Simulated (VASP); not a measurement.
# In2S (P-4m2) in VASP: further runs

Runs on In2S. Level: PBE. Tasks: relaxation of cell and atoms, single point.

Program: VASP 6.6.1. These are calculated values, not measurements. Logs are shortened: lines on timing, memory, paths and dates and some standing lists are left out, and cuts for length are marked.

### Step 1. The cell of the first run

It takes space group P-4m2 (No. 115, tetragonal). The conventional cell has a = 4.118 Å, b = 4.118 Å, c = 5.824 Å, α = 90.00°, β = 90.00°, γ = 90.00°. In (site symmetry 2mm) has 2 S at 2.52 Å within 3.3 Å. S (site symmetry -4m2) has 4 In at 2.52 Å within 3.3 Å.

### Step 2. Relaxation of cell and atoms, PBE

File INCAR:

```
SYSTEM = In2S
  PREC = Accurate
  ENCUT = 600
  EDIFF = 1E-6
  ISMEAR = 0
  SIGMA = 0.1
  LREAL = .False.
  LASPH = .True.
  NELM = 100
  ALGO = Normal
  ISIF = 3
  LWAVE = .False.
  LCHARG = .False.
  GGA = PE
  IBRION = 2
  NSW = 90
  EDIFFG = -0.04
```

File KPOINTS:

```
regular mesh
0
Gamma
  4 4 4
  0 0 0
```

File POSCAR:

```
In2S
1.0
    4.1184087500      0.0000000000      0.0000000000
    0.0000000000      4.1184087500      0.0000000000
    0.0000000000      0.0000000000      5.8243095200
In S
2 1
Direct
    0.5000000000      0.0000000000      0.7500000000
    0.0000000000      0.5000000000      0.2500000000
    0.0000000000      0.0000000000      0.0000000000
```

Potentials or basis: VASP PAW PBE potentials, release 64 (In_d, S).

Started as:

```console
> cat potpaw_PBE.64/In_d/POTCAR potpaw_PBE.64/S/POTCAR > POTCAR
> mpirun -np 1 vasp_std > vasp.out
```

OUTCAR:

```text
SYSTEM = In2S
   PREC = Accurate
   ENCUT = 600
   EDIFF = 1E-6
   ISMEAR = 0
   LREAL = .False.
   LASPH = .True.
   NELM = 100
   ISIF = 3
   GGA = PE
   IBRION = 2
   NSW = 90
   EDIFFG = -0.04

 ion  position               nearest neighbor table
   1  0.500  0.000  0.750-   3 2.52   3 2.52
   2  0.000  0.500  0.250-   3 2.52   3 2.52
   3  0.000  0.000  0.000-   1 2.52   2 2.52   2 2.52   1 2.52

  LATTYP: Found a simple tetragonal cell.
 ALAT       =     4.1184087500
 C/A-ratio  =     1.4142135649

  Lattice vectors:

 A1 = (   4.1184087500,   0.0000000000,   0.0000000000)
 A2 = (   0.0000000000,   4.1184087500,   0.0000000000)
 A3 = (   0.0000000000,   0.0000000000,   5.8243095200)

Analysis of symmetry for initial positions (statically):
=====================================================================
 Subroutine PRICEL returns:
 Original cell was already a primitive cell.

 Routine SETGRP: Setting up the symmetry group for a
 simple tetragonal supercell.

 Subroutine GETGRP returns: Found  8 space group operations
 (whereof  8 operations were pure point group operations)
 out of a pool of 16 trial point group operations.

The static configuration has the point symmetry D_2d.

Analysis of symmetry for dynamics (positions and initial velocities):
=====================================================================
 Subroutine PRICEL returns:
 Original cell was already a primitive cell.

 Routine SETGRP: Setting up the symmetry group for a
 simple tetragonal supercell.

 Subroutine GETGRP returns: Found  8 space group operations
 (whereof  8 operations were pure point group operations)
 out of a pool of 16 trial point group operations.

The dynamic configuration has the point symmetry D_2d.

 Subroutine INISYM returns: Found  8 space group operations
 (whereof  8 operations are pure point group operations),
 and found     1 'primitive' translations

----------------------------------------------------------------------------------------

                                     Primitive cell

  volume of cell :      98.7878

  direct lattice vectors                    reciprocal lattice vectors
     4.118408750  0.000000000  0.000000000     0.242812227  0.000000000  0.000000000
     0.000000000  4.118408750  0.000000000     0.000000000  0.242812227  0.000000000
     0.000000000  0.000000000  5.824309520     0.000000000  0.000000000  0.171694172

  length of vectors
     4.118408750  4.118408750  5.824309520     0.242812227  0.242812227  0.171694172

  position of ions in fractional coordinates (direct lattice)
     0.500000000  0.000000000  0.750000000
     0.000000000  0.500000000  0.250000000
     0.000000000  0.000000000  0.000000000

  ion indices of the primitive-cell ions
   primitive index   ion index
                 1           1
                 2           2
                 3           3

----------------------------------------------------------------------------------------

 KPOINTS: regular mesh

Automatic generation of k-mesh.
 Grid dimensions read from file:
 generate k-points for:    4    4    4

 Generating k-lattice:

  Cartesian coordinates                     Fractional coordinates (reciprocal lattice)
     0.060703057  0.000000000  0.000000000     0.250000000  0.000000000  0.000000000
     0.000000000  0.060703057  0.000000000     0.000000000  0.250000000  0.000000000
     0.000000000  0.000000000  0.042923543     0.000000000  0.000000000  0.250000000

  Length of vectors
     0.060703057  0.060703057  0.042923543

  Shift w.r.t. Gamma in fractional coordinates (k-lattice)
     0.000000000  0.000000000  0.000000000

 Subroutine IBZKPT returns following result:
 ===========================================

 Found     18 irreducible k-points:

 Following reciprocal coordinates:
            Coordinates               Weight
  0.000000  0.000000  0.000000      1.000000
  0.250000  0.000000  0.000000      4.000000
  0.500000  0.000000  0.000000      2.000000
  0.250000  0.250000  0.000000      4.000000
  0.500000  0.250000  0.000000      4.000000
  0.500000  0.500000  0.000000      1.000000
[... 10 lines left out ...]
  0.500000  0.250000  0.500000      4.000000
  0.500000  0.500000  0.500000      1.000000
   k-points           NKPTS =     18   k-points in BZ     NKDIM =     18   number of bands    NBANDS=     20
   number of dos      NEDOS =    301   number of ions     NIONS =      3
   total plane-waves  NPLWV =  62208
   dimension x,y,z NGX =    36 NGY =   36 NGZ =   48
   dimension x,y,z NGXF=    72 NGYF=   72 NGZF=   96
   ions per type =               2   1
   NGX,Y,Z   is equivalent  to a cutoff of  14.53, 14.53, 13.70 a.u.
   NGXF,Y,Z  is equivalent  to a cutoff of  29.06, 29.06, 27.40 a.u.
 SYSTEM =  In2S
   PREC   = accura    normal or accurate (medium, high low for compatibility)
   ISTART =      0    job   : 0-new  1-cont  2-samecut
   ICHARG =      2    charge: 1-file 2-atom 10-const
   ISPIN  =      1    spin polarized calculation?
   LNONCOLLINEAR =      F non collinear calculations
   LSORBIT =      F    spin-orbit coupling
   LASPH  =      T    aspherical Exc in radial PAW
   ENCUT  =  600.0 eV  44.10 Ry    6.64 a.u.   8.23  8.23 11.63*2*pi/ulx,y,z
   NELM   =    100;   NELMIN=  2; NELMDL= -5     # of ELM steps
   EDIFF  = 0.1E-05   stopping-criterion for ELM
   LREAL  =      F    real-space projection
   EDIFFG = -.4E-01   stopping-criterion for IOM
   NSW    =     90    number of steps for IOM
   IBRION =      2    ionic relax: 0-MD 1-quasi-New 2-CG
   NFREE  =      1    steps in history (QN), initial steepest desc. (CG)
   ISIF   =      3    stress and relaxation
   ISYM   =      2    0-nonsym 1-usesym 2-fastsym
   POTIM  = 0.5000    time-step for ionic-motion
   TEBEG  =    0.0;   TEEND  =   0.0 temperature during run
   PSTRESS=    0.0 pullay stress
   NELECT =      32.0000    total number of electrons
   NUPDOWN=      -1.0000    fix difference up-down
   EMIN   =  10.00;   EMAX   =-10.00  energy-range for DOS
   EFERMI =   0.00;   METHOD = LEGACY
   ISMEAR =     0;   SIGMA  =   0.10  broadening in eV -4-tet -1-fermi 0-gaus
   EFERMI_NEDOS =   21; number of points for ismear=-14 and -15
   IALGO  =     38    algorithm
   IMIX   =      4    mixing-type and parameters
     AMIX     =   0.40;   BMIX     =  1.00
     AMIX_MAG =   1.60;   BMIX_MAG =  1.00
  volume/ion in A,a.u.               =      32.93       222.22
  Fermi-wavevector in a.u.,A,eV,Ry     =   1.124321  2.124659 17.199098  1.264098
  Thomas-Fermi vector in A             =   2.260992
   LORBIT       =      0    0 simple, 1 ext, 2 COOP (PROOUT), +10 PAW based schemes
   GGA     = PE    functional components
   LHFCALC =     F    Hartree Fock is set to
   AEXX    =    0.0000 exact exchange contribution
   IVDW    =     0    specifies the selected vdW correction
   LEPSILON=     F    determine dielectric tensor
   LRPA    =     F    only Hartree local field effects (RPA)
 conjugate gradient relaxation of ions
 non-spin polarized calculation
 Gauss-broadening in eV      SIGMA  =   0.10
  energy-cutoff  :      600.00
  volume of cell :       98.79
 maximum number of plane-waves:      3352
 NGX is ok and might be reduce to    36
   NGX = 17   NGY = 17   NGZ = 23

--------------------------------------- Ionic step        1  -------------------------------------------

 number of electron      31.9999983 magnetization

 Free energy of the ion-electron system (eV)
  ---------------------------------------------------
  ext. energy  EPLUGINS =         0.00000000
  ---------------------------------------------------
  free energy    TOTEN  =        -9.11787023 eV

  energy without entropy =       -9.11050294  energy(sigma->0) =       -9.11418658

------------------------ aborting loop because EDIFF is reached ----------------------------------------

  FORCE on cell =-STRESS in cart. coord.  units (eV):
  Direction    XX          YY          ZZ          XY          YZ          ZX
  --------------------------------------------------------------------------------------
  -------------------------------------------------------------------------------------
  Total        2.6764304      2.6764304      4.3121060      0.0000000      0.0000000      0.0000000
  in kB       43.4073415     43.4073415     69.9353359      0.0000000      0.0000000      0.0000000
  external PRESSURE =      52.2500063 kB  Pullay stress =       0.0000000 kB

 VOLUME and BASIS-vectors are now :
 -----------------------------------------------------------------------------
  energy-cutoff  :      600.00
  volume of cell :       98.79
      direct lattice vectors                 reciprocal lattice vectors
     4.118408750  0.000000000  0.000000000     0.242812227  0.000000000  0.000000000
     0.000000000  4.118408750  0.000000000     0.000000000  0.242812227  0.000000000
     0.000000000  0.000000000  5.824309520     0.000000000  0.000000000  0.171694172
[... 75 lines left out ...]
 POSITION                                       TOTAL-FORCE (eV/Angst)
 -----------------------------------------------------------------------------------
      2.15448      0.00000      4.57456         0.000000      0.000000     -0.435315
      0.00000      2.15448      1.68392        -0.000000      0.000000      0.435315
      0.00000      0.00000      6.25848        -0.000000      0.000000      0.000000
 -----------------------------------------------------------------------------------
    total drift:                                0.000000      0.000000     -0.000000

  FREE ENERGIE OF THE ION-ELECTRON SYSTEM (eV)
  ---------------------------------------------------
  free  energy   TOTEN  =        -9.6340283224 eV

  energy  without entropy=       -9.6284067321  energy(sigma->0) =       -9.63121753

[... ionic steps 4 to 15 ...]

--------------------------------------- Ionic step       16  -------------------------------------------

 number of electron      32.0000010 magnetization

 E-fermi :   4.8779     XC(G=0):  -8.9610

 val. band max:        4.8732156433   @ k =   0.2500   0.2500   0.0000
 cond. band min:       5.1482945755   @ k =   0.5000   0.2500   0.0000
 fundamental gap:      0.2750789322
 Fermi energy:         4.8778608550

 k-point     1 :       0.0000    0.0000    0.0000
  band No.  band energies     occupation
      1      -9.8828      2.00000
      2      -9.7294      2.00000
      3      -9.6989      2.00000
      4      -9.6989      2.00000
      5      -9.6888      2.00000
      6      -9.6163      2.00000
[... 12 lines left out ...]
     19       8.2669      0.00000
     20       9.5143      0.00000
[... 448 lines left out ...]
 POSITION                                       TOTAL-FORCE (eV/Angst)
 -----------------------------------------------------------------------------------
      1.99233     -0.00000      3.55790        -0.000000      0.000000     -0.082945
      0.00000      1.99233      1.82442         0.000000     -0.000000      0.082945
      0.00000      0.00000      0.00000         0.000000     -0.000000      0.000000
 -----------------------------------------------------------------------------------
    total drift:                                0.000000      0.000000      0.000000

  FREE ENERGIE OF THE ION-ELECTRON SYSTEM (eV)
  ---------------------------------------------------
  free  energy   TOTEN  =       -10.0189758516 eV

  energy  without entropy=      -10.0150301909  energy(sigma->0) =      -10.01700302

--------------------------------------- Ionic step       18  -------------------------------------------

 number of electron      31.9999999 magnetization

 Free energy of the ion-electron system (eV)
  ---------------------------------------------------
  ext. energy  EPLUGINS =         0.00000000
  ---------------------------------------------------
  free energy    TOTEN  =       -10.02074655 eV

  energy without entropy =      -10.01679693  energy(sigma->0) =      -10.01877174

 E-fermi :   5.1827     XC(G=0):  -9.0684

 val. band max:        5.1796081510   @ k =   0.2500   0.2500   0.0000
 cond. band min:       5.4017541309   @ k =   0.5000   0.2500   0.0000
 fundamental gap:      0.2221459798
 Fermi energy:         5.1826671829

 k-point     1 :       0.0000    0.0000    0.0000
  band No.  band energies     occupation
      1      -9.6729      2.00000
      2      -9.4916      2.00000
      3      -9.4667      2.00000
      4      -9.4667      2.00000
      5      -9.4536      2.00000
      6      -9.3798      2.00000
[... 12 lines left out ...]
     19       8.5936      0.00000
     20       9.8115      0.00000
[... 411 lines left out ...]
 POSITION                                       TOTAL-FORCE (eV/Angst)
 -----------------------------------------------------------------------------------
      1.99788     -0.00000      3.57475         0.000000      0.000000     -0.008158
      0.00000      1.99788      1.83760         0.000000     -0.000000      0.008158
      0.00000      0.00000      0.00000         0.000000     -0.000000      0.000000
 -----------------------------------------------------------------------------------
    total drift:                                0.000000      0.000000     -0.000000

  FREE ENERGIE OF THE ION-ELECTRON SYSTEM (eV)
  ---------------------------------------------------
  free  energy   TOTEN  =       -10.0207465498 eV

  energy  without entropy=      -10.0167969285  energy(sigma->0) =      -10.01877174

 reached required accuracy - stopping structural energy minimisation
```

It took 6.5 min on 1 thread of Intel Xeon Platinum 8488C (Sapphire Rapids), shared host; peak memory 0.26 GiB.

What came out:

```
Free energy                            : -10.0207 eV
Relaxed volume                         : 28.80 Å³/atom
Relaxed cell                           : a = 3.996 Å, b = 3.996 Å, c = 5.412 Å, α = 90.00°, β = 90.00°, γ = 90.00°
Space group after relaxing (to 0.05 Å) : P-4m2 (No. 115)
Energy gained by relaxing              : 301.0 meV/atom
Ionic steps                            : 18
Pressure after relaxing                : 0.0 GPa
Largest force after relaxing           : 0.008 eV/Å
Band gap on the k mesh                 : zero (band 16 reaches 6.39 eV, above the bottom of band 17 at 3.63 eV)
```

Forces in eV/Å, atoms in the order of the input:
```
In   0.000  0.000 -0.008
In   0.000  0.000  0.008
S    0.000  0.000  0.000
```

Step by step:
```
step  energy change (eV)  largest force (eV/Å)  pressure (GPa)  volume (Å³)
   1              0.0000                2.1505            5.23        98.79
   2             -0.5131                0.5336           -0.56       114.93
   3             -0.5162                0.4353           -0.83       116.20
   4             -0.5163                0.4072           -0.90       116.57
   5             -0.5599                0.3776           -0.95       113.71
   6             -0.6650                0.2471           -1.01       105.33
   7             -0.7045                0.2978           -1.13        89.39
   8             -0.7264                0.0563           -1.31        97.29
   9             -0.7709                0.2918           -0.03        90.96
  10             -0.7753                0.3892            0.65        88.47
  11             -0.8010                0.2991            0.80        86.75
  12             -0.8406                0.1945            1.54        82.29
  13             -0.8768                0.0802           -0.32        86.40
  14             -0.8772                0.1502           -0.66        87.33
  15             -0.8948                0.1441           -0.92        88.53
  16             -0.8948                0.1400           -0.94        88.52
  17             -0.9011                0.0829            0.45        85.46
  18             -0.9029                0.0082            0.05        86.41
```

Final structure:
```
In S
1.0
     3.99576    0.00000    0.00000
     0.00000    3.99576    0.00000
     0.00000    0.00000    5.41235
In S
2 1
Cartesian
  1.9979 0.0000 3.5748
  0.0000 1.9979 1.8376
  0.0000 0.0000 0.0000
```

Caveat: the k points lie up to 0.39 Å⁻¹ apart in the final cell; spin-orbit coupling is left out, which moves the levels of the heavy elements.

### Step 3. Single point, PBE

This run uses another cell than the first one, of 28.17 Å³/atom, 0.855 times its volume.

File INCAR:

```
SYSTEM = In2S
ALGO = Normal
EDIFF = 1E-7
ENCUT = 520
GGA = PE
ISIF = 2
ISMEAR = 0
LASPH = .True.
LCHARG = .False.
LREAL = .False.
LWAVE = .False.
NBANDS = 23
NELM = 100
PREC = Accurate
SIGMA = 0.1
```

File KPOINTS:

```
k-points
0
Gamma
  12 12 10
  0 0 0
```

File POSCAR:

```
In2S
1.0
    3.9430603016      0.0000000000      0.0000000000
    0.0000000000      3.9430603016      0.0000000000
    0.0000000000      0.0000000000      5.4349536182
In S
2 1
Direct
    0.5000000000      0.0000000000      0.6611510654
    0.0000000000      0.5000000000      0.3388489346
    0.0000000000      0.0000000000      0.0000000000
```

Potentials or basis: VASP PAW PBE potentials, release 64 (In_d, S).

Started as:

```console
> cat potpaw_PBE.64/In_d/POTCAR potpaw_PBE.64/S/POTCAR > POTCAR
> mpirun -np 1 vasp_std > vasp.out
```

Run time: 3.1 min. Hardware: 1 thread of Intel Xeon Platinum 8488C (Sapphire Rapids), shared host; peak memory 0.38 GiB.

The run converged. Its results:

```
Free energy            : -10.0680 eV
Pressure               : 0.0 GPa
Largest force          : 0.006 eV/Å
Band gap on the k mesh : zero (band 16 reaches 6.73 eV, above the bottom of band 17 at 3.86 eV)
```

Forces on the atoms (eV/Å):
```
In   0.000  0.000 -0.006
In   0.000  0.000  0.006
S    0.000  0.000  0.000
```

Levels at points of the mesh, in eV from the Fermi level:
```tsv
k point	band 14	band 15	band 16	band 17	band 18	band 19
(0.00, 0.00, 0.00)	-2.42	-2.42	1.48	2.09	3.65	3.65
(0.50, 0.00, 0.00)	-3.46	-2.03	-1.96	0.45	3.48	4.40
(0.50, 0.50, 0.00)	-3.27	-1.70	-0.80	-0.80	-0.33	3.01
(0.00, 0.00, 0.50)	-2.18	-1.72	-1.38	2.26	2.26	3.32
(0.50, 0.00, 0.50)	-3.90	-1.95	-0.41	1.66	3.09	4.68
(0.50, 0.50, 0.50)	-4.37	-1.93	-1.93	-1.17	1.42	2.66
```

Caveat: spin-orbit coupling is left out, which moves the levels of the heavy elements.
